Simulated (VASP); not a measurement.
# C (Fd-3m) in VASP: notebook, part 2 of 2

VASP 6.6.1. The steps go on from the part before.

## Step 3: Single point, r2SCAN

This run uses another cell than the first one, of 5.54 Å³/atom, 0.972 times its volume.

The input, POSCAR:

```
C
1.0
    0.0000000000      1.7689801582      1.7689801582
    1.7689801582      0.0000000000      1.7689801582
    1.7689801582      1.7689801582      0.0000000000
C
2
Direct
    0.0000000000      0.0000000000      0.0000000000
    0.2500000000      0.2500000000      0.2500000000
```

The input, INCAR.step1:

```
PREC = Accurate
ENCUT = 660
ISMEAR = 0
SIGMA = 0.05
LREAL = F
LASPH = T
NELM = 120
NBANDS = 11
GGA = PE
ALGO = Normal
EDIFF = 1E-5
LWAVE = T
LCHARG = F
GGA_COMPAT = F
```

The input, INCAR.step2:

```
PREC = Accurate
ENCUT = 660
EDIFF = 1E-6
ISMEAR = 0
SIGMA = 0.05
LREAL = F
LASPH = T
NELM = 120
ALGO = Normal
ISIF = 2
LWAVE = F
LCHARG = T
METAGGA = R2SCAN
LMIXTAU = T
LELF = T
LVHAR = T
NBANDS = 11
ISTART = 1
GGA_COMPAT = F
```

The input, KPOINTS:

```
regular mesh
0
Gamma
  12 12 12
```

Potentials or basis: VASP PAW PBE potentials, release 64 (C).

Started as:

```
$ cat potpaw_PBE.64/C/POTCAR > POTCAR
$ cp INCAR.step1 INCAR
$ mpirun -np 1 vasp_std > vasp.out
$ cp INCAR.step2 INCAR
$ mpirun -np 1 vasp_std > vasp.out
```

OUTCAR:

```text
PREC = Accurate
   ENCUT = 660
   EDIFF = 1E-6
   ISMEAR = 0
   LREAL = F
   LASPH = T
   NELM = 120
   ISIF = 2
   METAGGA = R2SCAN
   ISTART = 1

 ion  position               nearest neighbor table
   1  0.000  0.000  0.000-   2 1.53   2 1.53   2 1.53   2 1.53
   2  0.250  0.250  0.250-   1 1.53   1 1.53   1 1.53   1 1.53

  LATTYP: Found a face centered cubic cell.
 ALAT       =     3.5379603164

  Lattice vectors:

 A1 = (   0.0000000000,   1.7689801582,   1.7689801582)
 A2 = (   1.7689801582,   0.0000000000,   1.7689801582)
 A3 = (   1.7689801582,   1.7689801582,   0.0000000000)

Analysis of symmetry for initial positions (statically):
=====================================================================
 Subroutine PRICEL returns:
 Original cell was already a primitive cell.

 Routine SETGRP: Setting up the symmetry group for a
 face centered cubic supercell.

 Subroutine GETGRP returns: Found 48 space group operations
 (whereof 24 operations were pure point group operations)
 out of a pool of 48 trial point group operations.

The static configuration has the point symmetry T_d .
 The point group associated with its full space group is O_h .

Analysis of symmetry for dynamics (positions and initial velocities):
=====================================================================
 Subroutine PRICEL returns:
 Original cell was already a primitive cell.

 Routine SETGRP: Setting up the symmetry group for a
 face centered cubic supercell.

 Subroutine GETGRP returns: Found 48 space group operations
 (whereof 24 operations were pure point group operations)
 out of a pool of 48 trial point group operations.

The dynamic configuration has the point symmetry T_d .
 The point group associated with its full space group is O_h .

 Subroutine INISYM returns: Found 48 space group operations
 (whereof 24 operations are pure point group operations),
 and found     1 'primitive' translations

[... 115 lines left out ...]
  volume/ion in A,a.u.               =       5.54        37.36
  Fermi-wavevector in a.u.,A,eV,Ry     =   1.469057  2.776114 29.363105  2.158127
  Thomas-Fermi vector in A             =   2.584480
   LORBIT       =      0    0 simple, 1 ext, 2 COOP (PROOUT), +10 PAW based schemes
   METAGGA = R2SCAN    functional components
   LHFCALC =     F    Hartree Fock is set to
   AEXX    =    0.0000 exact exchange contribution
   IVDW    =     0    specifies the selected vdW correction
   LEPSILON=     F    determine dielectric tensor
   LRPA    =     F    only Hartree local field effects (RPA)
 non-spin polarized calculation
 Gauss-broadening in eV      SIGMA  =   0.05
  energy-cutoff  :      660.00
  volume of cell :       11.07
 maximum number of plane-waves:       444
 NGX is ok and might be reduce to    24
   NGX = 11   NGY = 11   NGZ = 11

 number of electron       8.0000000 magnetization

 Free energy of the ion-electron system (eV)
  ---------------------------------------------------
  ext. energy  EPLUGINS =         0.00000000
  ---------------------------------------------------
  free energy    TOTEN  =       -19.66224675 eV

  energy without entropy =      -19.66224675  energy(sigma->0) =      -19.66224675

 E-fermi :  10.4282     XC(G=0): -14.3907

 val. band max:       10.0659202708   @ k =   0.0000   0.0000   0.0000
 cond. band min:      14.4673919352   @ k =   0.3333   0.3333   0.0000
 fundamental gap:      4.4014716644
 Fermi energy:        10.4281871366

 k-point     1 :       0.0000    0.0000    0.0000
  band No.  band energies     occupation
      1     -12.9668      2.00000
      2      10.0659      2.00000
      3      10.0659      2.00000
      4      10.0659      2.00000
      5      15.9690      0.00000
      6      15.9690      0.00000
      7      15.9690      0.00000
      8      24.4704      0.00000
      9      30.8027      0.00000
     10      37.7274      0.00000
     11      37.7274      0.00000
[... 309 lines left out ...]
 k-point    24 :      -0.4167    0.1667    0.0000
  band No.  band energies     occupation
      1      -6.4324      2.00000
      2      -3.3759      2.00000
      3       4.1415      2.00000
      4       6.1703      2.00000
      5      18.0796      0.00000
      6      20.9902      0.00000
      7      22.1084      0.00000
      8      26.7563      0.00000
      9      30.9213      0.00000
     10      35.6200      0.00000
     11      36.5494      0.00000

 [... further k-points ...]
[... 5 lines left out ...]
  --------------------------------------------------------------------------------------
  -------------------------------------------------------------------------------------
  Total        0.6201585      0.6201585      0.6201585      0.0000000      0.0000000     -0.0000000
  in kB       89.7458609     89.7458609     89.7458609      0.0000000      0.0000000     -0.0000000
  external PRESSURE =      89.7458609 kB  Pullay stress =       0.0000000 kB

 VOLUME and BASIS-vectors are now :
 -----------------------------------------------------------------------------
  energy-cutoff  :      660.00
  volume of cell :       11.07
      direct lattice vectors                 reciprocal lattice vectors
     0.000000000  1.768980158  1.768980158    -0.282648733  0.282648733  0.282648733
     1.768980158  0.000000000  1.768980158     0.282648733 -0.282648733  0.282648733
     1.768980158  1.768980158  0.000000000     0.282648733  0.282648733 -0.282648733

 POSITION                                       TOTAL-FORCE (eV/Angst)
 -----------------------------------------------------------------------------------
      0.00000      0.00000      0.00000         0.000000     -0.000000      0.000000
      0.88449      0.88449      0.88449        -0.000000      0.000000     -0.000000
 -----------------------------------------------------------------------------------
    total drift:                               -0.000000     -0.000000      0.000000

  FREE ENERGIE OF THE ION-ELECTRON SYSTEM (eV)
  ---------------------------------------------------
  free  energy   TOTEN  =       -19.6622467536 eV

  energy  without entropy=      -19.6622467536  energy(sigma->0) =      -19.66224675
```

It took 73 s on 1 thread of Intel Xeon 8259CL, shared host; peak memory 0.14 GiB.

Results:

```yaml
Free_energy: -19.6622 eV
Pressure: 9.0 GPa
Band_gap_on_the_k_mesh: 4.40 eV, indirect (least direct gap 5.90 eV)
```

Caveat: the PAW data sets were made with another functional, which shifts forces and pressure a little. A k mesh can miss the band edges.

## Step 4: Single point, r2SCAN

The input, POSCAR:

```
C
1.0
    0.0000000000      1.7857710771      1.7857710771
    1.7857710771      0.0000000000      1.7857710771
    1.7857710771      1.7857710771      0.0000000000
C
2
Direct
    0.0000000000      0.0000000000      0.0000000000
    0.2500000000      0.2500000000      0.2500000000
```

INCAR.step1 is that of step 3.

INCAR.step2 is that of step 3.

KPOINTS is that of step 3.

Started as:

```
$ cat potpaw_PBE.64/C/POTCAR > POTCAR
$ cp INCAR.step1 INCAR
$ mpirun -np 1 vasp_std > vasp.out
$ cp INCAR.step2 INCAR
$ mpirun -np 1 vasp_std > vasp.out
```

It took 71 s on 1 thread of Intel Xeon 8259CL, shared host; peak memory 0.14 GiB.

Results (log left out):

| Item | Value |
| --- | --- |
| Free energy | -19.6683 eV |
| Pressure | -4.1 GPa |
| Band gap on the k mesh | 4.33 eV, indirect (least direct gap 5.82 eV) |

Levels at points of the mesh, in eV from the valence-band top:
```
           k point  band 1  band 2  band 3  band 4  band 5  band 6  band 7  band 8  band 9
(0.00, 0.00, 0.00)  -22.64    0.00    0.00    0.00    5.82    5.82    5.82   13.72   20.34
(0.50, 0.00, 0.00)  -16.72  -14.00   -2.97   -2.97    8.86    8.86    9.07   16.66   23.14
(0.50, 0.50, 0.00)  -13.56  -13.56   -6.63   -6.63    4.99    4.99   17.81   17.81   24.53
```

Caveat: the PAW data sets were made with another functional, which shifts forces and pressure a little. A k mesh can miss the band edges.

## Step 5: Overview

| level | cell | k mesh | cutoff (eV) | gap on the mesh (eV) | pressure (GPa) |
| --- | --- | --- | --- | --- | --- |
| PBE | a = 2.525 Å, angles 60.0°, 2 atoms | 10 × 10 × 10 | 600 | 4.16 | 0.0 |
| r2SCAN | a = 2.502 Å, angles 60.0°, 2 atoms | 12 × 12 × 12 | 660 | 4.40 | 9.0 |
| r2SCAN | a = 2.525 Å, angles 60.0°, 2 atoms | 12 × 12 × 12 | 660 | 4.33 | -4.1 |

Alike in all rows: task single point; potentials or basis VASP PAW PBE potentials, release 64 (C); no spin polarisation; smearing gaussian 0.05 eV.

Caveats: the PAW data sets were made with another functional, which shifts forces and pressure a little (some runs).

Absolute energies hang on the potentials; compare differences alone.
